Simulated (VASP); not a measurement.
Si2W: single point with PBE

Si2W:

```
Si W
1.0
    -1.47769    1.47769    3.67535
     1.47769   -1.47769    3.67535
     1.47769    1.47769   -3.67535
Si W
2 1
Direct
  0.33119 0.33119 0.00000
  0.66881 0.66881 0.00000
  0.00000 0.00000 0.00000
```

```json
{
 "Program": "VASP 6.6.1",
 "Task": "single point",
 "Functional": "PBE",
 "Potentials or basis": "VASP PAW PBE potentials, release 64 (Si, W_sv)",
 "Cutoff": "520 eV",
 "k mesh": "20 × 20 × 20",
 "Occupations": "gaussian, width 0.1 eV",
 "Spin": "no spin polarisation",
 "Dipole correction": "no",
 "Further INCAR settings": "ALGO = Normal; EDIFF = 1e-07; NBANDS = 18"
}
```

| Property | Result |
| --- | --- |
| Pressure | 90.5 GPa |
| Largest force | 0.014 eV/Å |
| Band gap on the k mesh | zero (bands 11 and 12 overlap by 1.92 eV) |

Forces in eV/Å, atoms in the order of the input:
```
Si   0.000  0.000 -0.014
Si   0.000  0.000  0.014
W    0.000  0.000  0.000
```

Stress tensor (GPa, compression positive):
```
90.57  0.00  0.00
 0.00 90.57  0.00
 0.00  0.00 90.41
```

Levels at points of the mesh, in eV from the Fermi level:
```csv
k point,band 8,band 9,band 10,band 11,band 12,band 13,band 14,band 15
"(0.00, 0.00, 0.00)",-3.74,-3.54,-3.54,1.02,1.81,4.19,4.19,4.43
"(0.50, 0.00, 0.00)",-5.49,-3.81,-3.34,-0.76,3.20,3.97,4.20,5.88
"(0.50, 0.50, 0.00)",-6.08,-5.51,-4.48,-1.48,3.47,4.33,4.34,4.50
"(0.50, 0.50, 0.50)",-3.54,-0.73,-0.73,-0.72,-0.72,1.30,5.06,5.94
```

Run time: 9.2 min on 1 thread of Intel Xeon 8259CL, with other jobs on the host, peak memory 0.47 GiB.

Caveat: the cell stands under pressure; spin-orbit coupling is left out, which moves the levels of the heavy elements.
